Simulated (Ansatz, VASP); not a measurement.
# Co: VASP beside Ansatz

Contents of INCAR:

```
SYSTEM = Co
PREC = Accurate
ENCUT = 520
EDIFF = 1E-6
ISMEAR = 0
SIGMA = 0.05
LREAL = .FALSE.
LASPH = .TRUE.
NELM = 150
ALGO = Normal
ISIF = 2
LWAVE = .FALSE.
LCHARG = .FALSE.
ISPIN = 2
MAGMOM = 1.5 1.5 1.5 1.5
LORBIT = 11
LMAXMIX = 4
GGA = CA
NBANDS = 30
```

Contents of KPOINTS:

```
Automatic mesh
0
G
  16 16 6
  0 0 0
```

File POSCAR:

```
Co
1.0
    2.4294651523      0.0000000000      0.0000000000
   -1.2147325761      2.1039785395      0.0000000000
    0.0000000000      0.0000000000      7.8359489186
Co
4
Direct
    0.3333333333      0.6666666667      0.1250000000
    0.6666666667      0.3333333333      0.3750000000
    0.3333333333      0.6666666667      0.6250000000
    0.6666666667      0.3333333333      0.8750000000
```

Input for Ansatz:

```yaml
crystal:
  lattice:
    - [2.4294651523, 0.0, 0.0]
    - [-1.2147325761, 2.1039785395, 0.0]
    - [0.0, 0.0, 7.8359489186]
  atoms:
    - { symbol: Co, position: [0.3333333333, 0.6666666667, 0.125], spin: 1.5 }
    - { symbol: Co, position: [0.6666666667, 0.3333333333, 0.375], spin: 1.5 }
    - { symbol: Co, position: [0.3333333333, 0.6666666667, 0.625], spin: 1.5 }
    - { symbol: Co, position: [0.6666666667, 0.3333333333, 0.875], spin: 1.5 }
basis:
  ecutwfc: 420
  ecutrho_ratio: 4
kpoints:
  mp_grid: { grid: [16, 16, 6] }
hamiltonian:
  xc: lda
scf:
  occupations: { method: gaussian, width: 0.05 }
  lower_state_search: "off"
output:
  forces: true
  stress: true
  eigenvalues: true
  populations: true
magnetization:
  spin_polarized: true
```

Alike in both runs: task single point; functional LDA; k mesh 16 × 16 × 6; occupations gaussian, width 0.05 eV; collinear spin.

|  | VASP | Ansatz |
| --- | --- | --- |
| version | VASP 6.6.1 | Ansatz 0.2.0 |
| potentials or method | VASP PAW LDA potentials, release 64 (Co), cutoff 520 eV | scalar-relativistic, plane waves, PAW |
| valence electrons in the cell | 36 | 68 |

Ansatz gave:

- gap on the k mesh at the Fermi level (eV): none
- pressure (GPa): 0.0
- traceless stress, the component that is largest in VASP (GPa): -0.09
- net moment per atom (μB): 1.52
- size of the moment on the site where the two differ most (μB): 1.57

Q: Estimate VASP's values.

A: gap on the k mesh at the Fermi level (eV): none; pressure (GPa): -1.1; traceless stress, the component that is largest in VASP (GPa): -0.39; net moment per atom (μB): 1.50; size of the moment on the site where the two differ most (μB): 1.50.

LDA's correlation is that of Perdew and Zunger in VASP and of Perdew and Wang (1992) in Ansatz. Site moments also hang on the region over which each program counts them. A gap of «none» marks a metal or a gap that the smearing closes. VASP's potentials hold 36 valence electrons a cell and Ansatz's 68, so a difference there can come from the potentials and not from the codes.
